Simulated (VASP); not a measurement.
## AlN: single point with SVWN5

AlN:

```
Al N
1.0
     0.00000    2.17070    2.17070
     2.17070    0.00000    2.17070
     2.17070    2.17070    0.00000
Al N
1 1
Direct
  0.00000 0.00000 0.00000
  0.25000 0.25000 0.25000
```

```json
{"Program": "VASP 6.6.1", "Task": "single point", "Functional": "SVWN5", "Potentials or basis": "VASP PAW PBE potentials, release 64 (Al, N)", "Cutoff": "520 eV", "k mesh": "10 × 10 × 10", "Occupations": "fermi-dirac, width 0.05 eV", "Spin": "no spin polarisation"}
```

The pressure is 0.9 GPa. The band gap on the k mesh is 3.24 eV, indirect (least direct gap 4.39 eV).

Levels at points of the mesh, in eV from the valence-band top:
```
           k point  band 2  band 3  band 4  band 5  band 6  band 7
(0.00, 0.00, 0.00)    0.00    0.00    0.00    4.39   12.54   12.54
(0.50, 0.00, 0.00)   -5.99   -0.49   -0.49    7.44    9.89   11.10
(0.50, 0.50, 0.00)   -5.01   -1.82   -1.82    3.24    8.53   13.99
```

Wall time 12 s on 1 thread of AMD EPYC 7R43 64-Core Processor (Zen 3), on a shared host, peak memory 0.09 GiB.

Caveat: the PAW data sets were made with another functional, which shifts forces and pressure a little. A k mesh can miss the band edges.
